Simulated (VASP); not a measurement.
# Yb (Fm-3m) in VASP: a series of runs, part 3 of 3

VASP 6.6.1.

### Step 5. Single point, BLYP (35.81 Å³/atom)

This run uses another cell than the first one, of 35.81 Å³/atom.

Input file INCAR:

```
SYSTEM = Yb
PREC = Accurate ; ENCUT = 520
EDIFF = 1E-7 ; ISMEAR = -1
SIGMA = 0.1 ; LREAL = .FALSE.
LASPH = .TRUE. ; NELM = 60
ALGO = Normal ; ISIF = 2
LWAVE = .FALSE. ; LCHARG = .FALSE.
GGA = B5 ; ALDAX = 1.0
AGGAX = 1.0 ; AGGAC = 1.0
ALDAC = 0.0 ; NBANDS = 18
```

Input file KPOINTS:

```
Automatic mesh
0
G
  17 17 17
  0 0 0
```

Input file POSCAR:

```
Yb
1.0
    0.0000000000      2.6162081262      2.6162081262
    2.6162081262      0.0000000000      2.6162081262
    2.6162081262      2.6162081262      0.0000000000
Yb
1
Direct
    0.0000000000      0.0000000000      0.0000000000
```

Potentials or basis: VASP PAW PBE potentials, release 64 (Yb).

Command:

```console
> cat potpaw_PBE.64/Yb/POTCAR > POTCAR
> mpirun -np 1 vasp_std > vasp.out
```

OUTCAR:

```text
SYSTEM = Yb
   PREC = Accurate
   ENCUT = 520
   EDIFF = 1E-7
   ISMEAR = -1
   LREAL = .FALSE.
   LASPH = .TRUE.
   NELM = 60
   ISIF = 2
   GGA = B5

 ion  position               nearest neighbor table
   1  0.000  0.000  0.000-

  LATTYP: Found a face centered cubic cell.
 ALAT       =     5.2324162524

  Lattice vectors:

 A1 = (   0.0000000000,   2.6162081262,   2.6162081262)
 A2 = (   2.6162081262,   0.0000000000,   2.6162081262)
 A3 = (   2.6162081262,   2.6162081262,   0.0000000000)

Analysis of symmetry for initial positions (statically):
=====================================================================
 Subroutine PRICEL returns:
 Original cell was already a primitive cell.

 Routine SETGRP: Setting up the symmetry group for a
 face centered cubic supercell.

 Subroutine GETGRP returns: Found 48 space group operations
 (whereof 48 operations were pure point group operations)
 out of a pool of 48 trial point group operations.

The static configuration has the point symmetry O_h .

[... 152 lines left out ...]
  ---------------------------------------------------
  free energy    TOTEN  =        -2.78079382 eV

  energy without entropy =       -2.69874028  energy(sigma->0) =       -2.73976705

 E-fermi :   2.1115     XC(G=0):  -9.0092

 val. band max:        2.1101322562   @ k =   0.4706   0.4706   0.0000
 cond. band min:       2.1137958754   @ k =  -0.4706   0.4706   0.0000
 fundamental gap:      0.0036636192
 Fermi energy:         2.1114810011

 k-point     1 :       0.0000    0.0000    0.0000
  band No.  band energies     occupation
      1     -49.5146      2.00000
      2     -21.9010      2.00000
      3     -21.9010      2.00000
      4     -21.9010      2.00000
      5      -3.0263      2.00000
      6       1.4654      1.99688
[... 481 lines left out ...]
      5      -2.5229      2.00000
      6       1.4713      1.99669
[... 10 lines left out ...]
     17       6.7976      0.00000
     18      12.6849      0.00000

 [... further k-points ...]

------------------------ aborting loop because EDIFF is reached ----------------------------------------

  FORCE on cell =-STRESS in cart. coord.  units (eV):
  Direction    XX          YY          ZZ          XY          YZ          ZX
  --------------------------------------------------------------------------------------
  -------------------------------------------------------------------------------------
  Total        0.1251537      0.1251537      0.1251537      0.0000000      0.0000000      0.0000000
  in kB        5.5989606      5.5989606      5.5989606      0.0000000      0.0000000      0.0000000
  external PRESSURE =       5.5989606 kB  Pullay stress =       0.0000000 kB

 VOLUME and BASIS-vectors are now :
 -----------------------------------------------------------------------------
  energy-cutoff  :      520.00
  volume of cell :       35.81
      direct lattice vectors                 reciprocal lattice vectors
     0.000000000  2.616208126  2.616208126    -0.191116293  0.191116293  0.191116293
     2.616208126  0.000000000  2.616208126     0.191116293 -0.191116293  0.191116293
     2.616208126  2.616208126  0.000000000     0.191116293  0.191116293 -0.191116293

 POSITION                                       TOTAL-FORCE (eV/Angst)
 -----------------------------------------------------------------------------------
      0.00000      0.00000      0.00000         0.000000      0.000000      0.000000
 -----------------------------------------------------------------------------------
    total drift:                               -0.000000     -0.000000     -0.000000

  FREE ENERGIE OF THE ION-ELECTRON SYSTEM (eV)
  ---------------------------------------------------
  free  energy   TOTEN  =        -2.7807938158 eV

  energy  without entropy=       -2.6987402755  energy(sigma->0) =       -2.73976705
```

OSZICAR:

```text
N       E                     dE             d eps       ncg     rms          rms(c)
DAV:   1     0.117753680256E+03    0.11775E+03   -0.87747E+03  7552   0.908E+03
[... 12 lines left out ...]
DAV:  14    -0.278149632875E+01   -0.27600E-03   -0.32460E-04  8762   0.503E-01    0.191E+00
DAV:  15    -0.278086385532E+01    0.63247E-03   -0.98630E-04  8268   0.985E-01    0.256E-01
DAV:  16    -0.278080333910E+01    0.60516E-04   -0.10174E-04 10844   0.275E-01    0.190E-01
DAV:  17    -0.278079450855E+01    0.88305E-05   -0.35732E-05 10016   0.154E-01    0.180E-01
DAV:  18    -0.278079447226E+01    0.36292E-07   -0.54466E-06 10970   0.387E-02    0.905E-02
DAV:  19    -0.278079371215E+01    0.76011E-06   -0.45760E-06  9558   0.687E-02    0.189E-02
DAV:  20    -0.278079384472E+01   -0.13256E-06   -0.36813E-07  8866   0.513E-03    0.159E-03
DAV:  21    -0.278079381578E+01    0.28940E-07   -0.15132E-08  4132   0.163E-03
   1 F= -.27807938E+01 E0= -.27397670E+01  d E =-.820535E-01
```

stdout:

```text
POSCAR found type information on POSCAR Yb
 POSCAR found :  1 types and       1 ions
 scaLAPACK will be used
 -----------------------------------------------------------------------------
|                                                                             |
|                                                                             |
|     You enforced a specific xc type in the INCAR file but a different       |
|     I HOPE YOU KNOW WHAT YOU ARE DOING!                                     |
|                                                                             |
 -----------------------------------------------------------------------------

 LDA part: xc-table for (Slater(with rela. corr.)+VWN5), standard interpolation
 POSCAR, INCAR and KPOINTS ok, starting setup
 FFT: planning ... GRIDC
 FFT: planning ... GRID_SOFT
 FFT: planning ... GRID
 WAVECAR not read
 entering main loop
```

Run time: 1.7 min. Hardware: 1 thread of Intel Xeon 6975P-C (Granite Rapids), shared host; peak memory 0.25 GiB.

What came out:

* Free energy: -2.7808 eV
* Pressure: 0.6 GPa

Caveat: the PAW data sets were made with another functional, which shifts forces and pressure a little; spin-orbit coupling is left out, which moves the levels of the heavy elements. Spin polarisation is off, so any magnetic state and its effect on volume and gap are missing.

### Step 6. Summary

```csv
cell,k mesh,gap on the mesh (eV),pressure (GPa)
"a = 3.751 Å, angles 60.0°, 1 atom",10 × 10 × 10,none,0.0
"a = 3.594 Å, angles 60.0°, 1 atom",17 × 17 × 17,none,2.4
"a = 3.648 Å, angles 60.0°, 1 atom",17 × 17 × 17,none,2.2
"a = 3.700 Å, angles 60.0°, 1 atom",17 × 17 × 17,-,0.6
```

Alike in all rows: task single point; level BLYP; potentials or basis VASP PAW PBE potentials, release 64 (Yb); no spin polarisation; cutoff (eV) 520; smearing fermi-dirac 0.1 eV.

Caveats: the PAW data sets were made with another functional, which shifts forces and pressure a little; spin-orbit coupling is left out, which moves the levels of the heavy elements.

Total energies depend on the potentials used, so only differences within one code and one set of settings carry meaning.

The gap in the log of VASP goes by the Fermi energy; the results here count the filled bands.